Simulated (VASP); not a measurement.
# Ga2O3 (Pm-3m) in VASP: a series of runs, part 2 of 3

VASP 6.6.1.

## 4. Single point, PBE

This run uses another cell than the first one, of 11.21 Å³/atom, 1.005 times its volume.

Contents of INCAR:

```
SYSTEM = Ga2O3
  PREC = Accurate
  ENCUT = 520
  EDIFF = 1E-6
  ISMEAR = 0
  SIGMA = 0.1
  LREAL = .False.
  LASPH = .True.
  NELM = 80
  ALGO = Normal
  ISIF = 2
  LWAVE = .False.
  LCHARG = .False.
  GGA = PE
  NBANDS = 30
```

Contents of KPOINTS:

```
regular mesh
0
Gamma
  10 10 10
  0 0 0
```

Contents of POSCAR:

```
Ga2O3
1.0
    3.8267458225      0.0000000000      0.0000000000
    0.0000000000      3.8267458225      0.0000000000
    0.0000000000      0.0000000000      3.8267458225
Ga O
2 3
Direct
    0.5000000000      0.5000000000      0.5000000000
    0.0000000000      0.0000000000      0.0000000000
    0.5000000000      0.0000000000      0.0000000000
    0.0000000000      0.5000000000      0.0000000000
    0.0000000000      0.0000000000      0.5000000000
```

Potentials or basis: VASP PAW PBE potentials, release 64 (Ga_d, O).

Command:

```bash
cat potpaw_PBE.64/Ga_d/POTCAR potpaw_PBE.64/O/POTCAR > POTCAR
mpirun -np 1 vasp_std > vasp.out
```

OUTCAR:

```text
SYSTEM = Ga2O3
   PREC = Accurate
   ENCUT = 520
   EDIFF = 1E-6
   ISMEAR = 0
   LREAL = .False.
   LASPH = .True.
   NELM = 80
   ISIF = 2
   GGA = PE

 ion  position               nearest neighbor table
   1  0.500  0.500  0.500-
   2  0.000  0.000  0.000-   3 1.91   4 1.91   5 1.91   5 1.91   4 1.91   3 1.91
   3  0.500  0.000  0.000-   2 1.91   2 1.91
   4  0.000  0.500  0.000-   2 1.91   2 1.91
   5  0.000  0.000  0.500-   2 1.91   2 1.91

  LATTYP: Found a simple cubic cell.
 ALAT       =     3.8267458225

  Lattice vectors:

 A1 = (   3.8267458225,   0.0000000000,   0.0000000000)
 A2 = (   0.0000000000,   3.8267458225,   0.0000000000)
 A3 = (   0.0000000000,   0.0000000000,   3.8267458225)

Analysis of symmetry for initial positions (statically):
=====================================================================
 Subroutine PRICEL returns:
 Original cell was already a primitive cell.

 Routine SETGRP: Setting up the symmetry group for a
 simple cubic supercell.

 Subroutine GETGRP returns: Found 48 space group operations
 (whereof 48 operations were pure point group operations)
 out of a pool of 48 trial point group operations.

The static configuration has the point symmetry O_h .

Analysis of symmetry for dynamics (positions and initial velocities):
=====================================================================
 Subroutine PRICEL returns:
 Original cell was already a primitive cell.

 Routine SETGRP: Setting up the symmetry group for a
 simple cubic supercell.

 Subroutine GETGRP returns: Found 48 space group operations
 (whereof 48 operations were pure point group operations)
 out of a pool of 48 trial point group operations.

The dynamic configuration has the point symmetry O_h .

 Subroutine INISYM returns: Found 48 space group operations
 (whereof 48 operations are pure point group operations),
 and found     1 'primitive' translations

----------------------------------------------------------------------------------------

                                     Primitive cell

  volume of cell :      56.0388

  direct lattice vectors                    reciprocal lattice vectors
     3.826745822  0.000000000  0.000000000     0.261318636  0.000000000  0.000000000
     0.000000000  3.826745822  0.000000000     0.000000000  0.261318636  0.000000000
     0.000000000  0.000000000  3.826745822     0.000000000  0.000000000  0.261318636

  length of vectors
     3.826745822  3.826745822  3.826745822     0.261318636  0.261318636  0.261318636

  position of ions in fractional coordinates (direct lattice)
     0.500000000  0.500000000  0.500000000
     0.000000000  0.000000000  0.000000000
     0.500000000  0.000000000  0.000000000
     0.000000000  0.500000000  0.000000000
     0.000000000  0.000000000  0.500000000

  ion indices of the primitive-cell ions
   primitive index   ion index
                 1           1
                 2           2
                 3           3
                 4           4
                 5           5

----------------------------------------------------------------------------------------

 KPOINTS: regular mesh

Automatic generation of k-mesh.
 Grid dimensions read from file:
 generate k-points for:   10   10   10

 Generating k-lattice:

  Cartesian coordinates                     Fractional coordinates (reciprocal lattice)
     0.026131864  0.000000000  0.000000000     0.100000000  0.000000000  0.000000000
     0.000000000  0.026131864  0.000000000     0.000000000  0.100000000  0.000000000
     0.000000000  0.000000000  0.026131864     0.000000000  0.000000000  0.100000000

  Length of vectors
     0.026131864  0.026131864  0.026131864

  Shift w.r.t. Gamma in fractional coordinates (k-lattice)
     0.000000000  0.000000000  0.000000000

 Subroutine IBZKPT returns following result:
 ===========================================

 Found     56 irreducible k-points:

 Following reciprocal coordinates:
            Coordinates               Weight
  0.000000  0.000000  0.000000      1.000000
  0.100000  0.000000  0.000000      6.000000
  0.200000  0.000000  0.000000      6.000000
  0.300000  0.000000  0.000000      6.000000
  0.400000  0.000000  0.000000      6.000000
  0.500000  0.000000  0.000000      3.000000
[... 16 lines left out ...]
  0.200000  0.100000  0.100000     24.000000
  0.300000  0.100000  0.100000     24.000000
 [... further k-points ...]
   k-points           NKPTS =     56   k-points in BZ     NKDIM =     56   number of bands    NBANDS=     30
   number of dos      NEDOS =    301   number of ions     NIONS =      5
   total plane-waves  NPLWV =  21952
   dimension x,y,z NGX =    28 NGY =   28 NGZ =   28
   dimension x,y,z NGXF=    56 NGYF=   56 NGZF=   56
   ions per type =               2   3
   NGX,Y,Z   is equivalent  to a cutoff of  12.16, 12.16, 12.16 a.u.
   NGXF,Y,Z  is equivalent  to a cutoff of  24.33, 24.33, 24.33 a.u.
 SYSTEM =  Ga2O3
   PREC   = accura    normal or accurate (medium, high low for compatibility)
   ISTART =      0    job   : 0-new  1-cont  2-samecut
   ICHARG =      2    charge: 1-file 2-atom 10-const
   ISPIN  =      1    spin polarized calculation?
   LNONCOLLINEAR =      F non collinear calculations
   LSORBIT =      F    spin-orbit coupling
   LASPH  =      T    aspherical Exc in radial PAW
   ENCUT  =  520.0 eV  38.22 Ry    6.18 a.u.   7.12  7.12  7.12*2*pi/ulx,y,z
   NELM   =     80;   NELMIN=  2; NELMDL= -5     # of ELM steps
   EDIFF  = 0.1E-05   stopping-criterion for ELM
   LREAL  =      F    real-space projection
   EDIFFG = 0.1E-04   stopping-criterion for IOM
   NSW    =      0    number of steps for IOM
   IBRION =     -1    ionic relax: 0-MD 1-quasi-New 2-CG
   NFREE  =      0    steps in history (QN), initial steepest desc. (CG)
   ISIF   =      2    stress and relaxation
   ISYM   =      2    0-nonsym 1-usesym 2-fastsym
   POTIM  = 0.5000    time-step for ionic-motion
   TEBEG  =    0.0;   TEEND  =   0.0 temperature during run
   PSTRESS=    0.0 pullay stress
   NELECT =      44.0000    total number of electrons
   NUPDOWN=      -1.0000    fix difference up-down
   EMIN   =  10.00;   EMAX   =-10.00  energy-range for DOS
   EFERMI =   0.00;   METHOD = LEGACY
   ISMEAR =     0;   SIGMA  =   0.10  broadening in eV -4-tet -1-fermi 0-gaus
   EFERMI_NEDOS =   21; number of points for ismear=-14 and -15
   IALGO  =     38    algorithm
   IMIX   =      4    mixing-type and parameters
     AMIX     =   0.40;   BMIX     =  1.00
     AMIX_MAG =   1.60;   BMIX_MAG =  1.00
  volume/ion in A,a.u.               =      11.21        75.63
  Fermi-wavevector in a.u.,A,eV,Ry     =   1.510298  2.854050 31.034908  2.281001
  Thomas-Fermi vector in A             =   2.620507
   LORBIT       =      0    0 simple, 1 ext, 2 COOP (PROOUT), +10 PAW based schemes
   GGA     = PE    functional components
   LHFCALC =     F    Hartree Fock is set to
   AEXX    =    0.0000 exact exchange contribution
   IVDW    =     0    specifies the selected vdW correction
   LEPSILON=     F    determine dielectric tensor
   LRPA    =     F    only Hartree local field effects (RPA)
 non-spin polarized calculation
 Gauss-broadening in eV      SIGMA  =   0.10
  energy-cutoff  :      520.00
  volume of cell :       56.04
 maximum number of plane-waves:      1522
   NGX = 15   NGY = 15   NGZ = 15

 number of electron      44.0000029 magnetization

 Free energy of the ion-electron system (eV)
  ---------------------------------------------------
  ext. energy  EPLUGINS =         0.00000000
  ---------------------------------------------------
  free energy    TOTEN  =       -24.51371085 eV

  energy without entropy =      -24.50025815  energy(sigma->0) =      -24.50698450

 E-fermi :   3.7006     XC(G=0): -11.5361

 val. band max:        3.6331200232   @ k =   0.5000   0.3000   0.3000
 cond. band min:       3.7175303740   @ k =   0.4000   0.4000   0.2000
 fundamental gap:      0.0844103509
 Fermi energy:         3.7005979715

 k-point     1 :       0.0000    0.0000    0.0000
  band No.  band energies     occupation
      1     -14.8795      2.00000
      2     -13.0679      2.00000
      3     -13.0679      2.00000
      4     -10.7439      2.00000
      5     -10.7439      2.00000
      6     -10.7439      2.00000
[... 22 lines left out ...]
     29      14.2059      0.00000
     30      17.5147      0.00000
[... 728 lines left out ...]
  band No.  band energies     occupation
      1     -14.4149      2.00000
      2     -13.1328      2.00000
      3     -13.0407      2.00000
      4     -10.7615      2.00000
      5     -10.7524      2.00000
      6     -10.7459      2.00000
[... 22 lines left out ...]
     29      17.5698      0.00000
     30      17.9728      0.00000

 [... further k-points ...]
[... 5 lines left out ...]
  --------------------------------------------------------------------------------------
  -------------------------------------------------------------------------------------
  Total        0.1747235      0.1747235      0.1747235      0.0000000      0.0000000      0.0000000
  in kB        4.9954316      4.9954316      4.9954316      0.0000000      0.0000000      0.0000000
  external PRESSURE =       4.9954316 kB  Pullay stress =       0.0000000 kB

 VOLUME and BASIS-vectors are now :
 -----------------------------------------------------------------------------
  energy-cutoff  :      520.00
  volume of cell :       56.04
      direct lattice vectors                 reciprocal lattice vectors
     3.826745822  0.000000000  0.000000000     0.261318636  0.000000000  0.000000000
     0.000000000  3.826745822  0.000000000     0.000000000  0.261318636  0.000000000
     0.000000000  0.000000000  3.826745822     0.000000000  0.000000000  0.261318636

 POSITION                                       TOTAL-FORCE (eV/Angst)
 -----------------------------------------------------------------------------------
      1.91337      1.91337      1.91337         0.000000      0.000000      0.000000
      0.00000      0.00000      0.00000         0.000000      0.000000      0.000000
      1.91337      0.00000      0.00000         0.000000      0.000000      0.000000
      0.00000      1.91337      0.00000         0.000000      0.000000      0.000000
      0.00000      0.00000      1.91337         0.000000      0.000000      0.000000
 -----------------------------------------------------------------------------------
    total drift:                                0.000000      0.000000      0.000000

  FREE ENERGIE OF THE ION-ELECTRON SYSTEM (eV)
  ---------------------------------------------------
  free  energy   TOTEN  =       -24.5137108465 eV

  energy  without entropy=      -24.5002581523  energy(sigma->0) =      -24.50698450
```

stdout:

```text
POSCAR found type information on POSCAR GaO
 POSCAR found :  2 types and       5 ions
 scaLAPACK will be used
 LDA part: xc-table for (Slater+PW92), standard interpolation
 POSCAR, INCAR and KPOINTS ok, starting setup
 FFT: planning ... GRIDC
 FFT: planning ... GRID_SOFT
 FFT: planning ... GRID
 WAVECAR not read
 entering main loop
```

Run time: 60 s. Hardware: 1 thread of AMD EPYC 7R13 (Zen 3), shared host; peak memory 0.18 GiB.

Results:

```yaml
Free_energy: -24.5137 eV
Pressure: 0.5 GPa
Band_gap_on_the_k_mesh: zero (band 22 reaches 3.90 eV, above the bottom of band 23 at 2.80 eV)
```

Levels at points of the mesh, in eV from the Fermi level:
```tsv
k point	band 20	band 21	band 22	band 23	band 24	band 25
(0.00, 0.00, 0.00)	-0.95	-0.90	-0.90	-0.90	4.58	8.20
(0.50, 0.00, 0.00)	-1.39	-0.74	-0.74	1.25	4.03	7.06
(0.50, 0.50, 0.00)	-1.42	-0.13	0.18	0.88	5.85	6.08
(0.50, 0.50, 0.50)	-0.11	0.20	0.20	0.20	7.53	7.53
```

## 5. Relaxation of cell and atoms, PBE

Contents of INCAR:

```
PREC     = Accurate       # precision mode
ENCUT    = 600            # plane-wave cutoff, eV
EDIFF    = 1E-7           # SCF threshold, eV
ISMEAR   = 0              # smearing method
SIGMA    = 0.1            # smearing width, eV
LREAL    = F              # projectors in reciprocal space
LASPH    = T              # aspherical terms in the spheres
NELM     = 60             # most SCF steps
ALGO     = Normal         # electronic algorithm
ISIF     = 3              # what is computed and relaxed
LWAVE    = F              # write WAVECAR
LCHARG   = F              # write CHGCAR
GGA      = PE             # functional
IBRION   = 2              # ionic algorithm
NSW      = 100            # ionic steps
EDIFFG   = -0.01          # ionic threshold
```

Contents of KPOINTS:

```
Automatic mesh
0
Gamma
  10 10 10
```

POSCAR: that of step 4 with these lines changed.

```diff
@@ -2,5 +2,5 @@
 1.0
-    3.8267458225      0.0000000000      0.0000000000
-    0.0000000000      3.8267458225      0.0000000000
-    0.0000000000      0.0000000000      3.8267458225
+    3.8208387722      0.0000000000      0.0000000000
+    0.0000000000      3.8208387722      0.0000000000
+    0.0000000000      0.0000000000      3.8208387722
 Ga O
```

Command:

```bash
cat potpaw_PBE.64/Ga_d/POTCAR potpaw_PBE.64/O/POTCAR > POTCAR
mpirun -np 1 vasp_std > vasp.out
```

It took 2.7 min on 1 thread of AMD EPYC 7R13 (Zen 3), shared host; peak memory 0.2 GiB.

The run converged. Its results:

- Free energy: -24.5190 eV
- Relaxed volume: 11.23 Å³/atom
- Relaxed cell: a = 3.829 Å, b = 3.829 Å, c = 3.829 Å, α = 90.00°, β = 90.00°, γ = 90.00°
- Space group after relaxing (to 0.05 Å): Pm-3m (No. 221)
- Energy gained by relaxing: 0.2 meV/atom
- Ionic steps: 3
- Pressure after relaxing: 0.0 GPa
- Band gap on the k mesh: zero (band 22 reaches 3.87 eV, above the bottom of band 23 at 2.78 eV)

The path:
| step | energy change (eV) | largest force (eV/Å) | pressure (GPa) | volume (Å³) |
| --- | --- | --- | --- | --- |
| 1 | 0.0000 | 0.0000 | 0.94 | 55.78 |
| 2 | -0.0009 | 0.0000 | -0.40 | 56.31 |
| 3 | -0.0011 | 0.0000 | 0.01 | 56.15 |

Final structure:
```
CELL_PARAMETERS angstrom
3.82933 0.00000 0.00000
0.00000 3.82933 0.00000
0.00000 0.00000 3.82933
ATOMIC_POSITIONS crystal
Ga 0.50000 0.50000 0.50000
Ga 0.00000 0.00000 0.00000
O 0.50000 0.00000 0.00000
O 0.00000 0.50000 0.00000
O 0.00000 0.00000 0.50000
```

Levels at points of the mesh, in eV from the Fermi level:
| k point | band 19 | band 20 | band 21 | band 22 | band 23 | band 24 | band 25 | band 26 |
| --- | --- | --- | --- | --- | --- | --- | --- | --- |
| (0.00, 0.00, 0.00) | -0.95 | -0.95 | -0.90 | -0.90 | -0.90 | 4.56 | 8.19 | 8.19 |
| (0.50, 0.00, 0.00) | -1.77 | -1.39 | -0.74 | -0.74 | 1.25 | 4.03 | 7.05 | 7.05 |
| (0.50, 0.50, 0.00) | -1.42 | -1.42 | -0.14 | 0.19 | 0.87 | 5.85 | 6.08 | 6.08 |
| (0.50, 0.50, 0.50) | -0.12 | -0.12 | 0.20 | 0.20 | 0.20 | 7.52 | 7.52 | 7.52 |

[end of part 2 of 3]
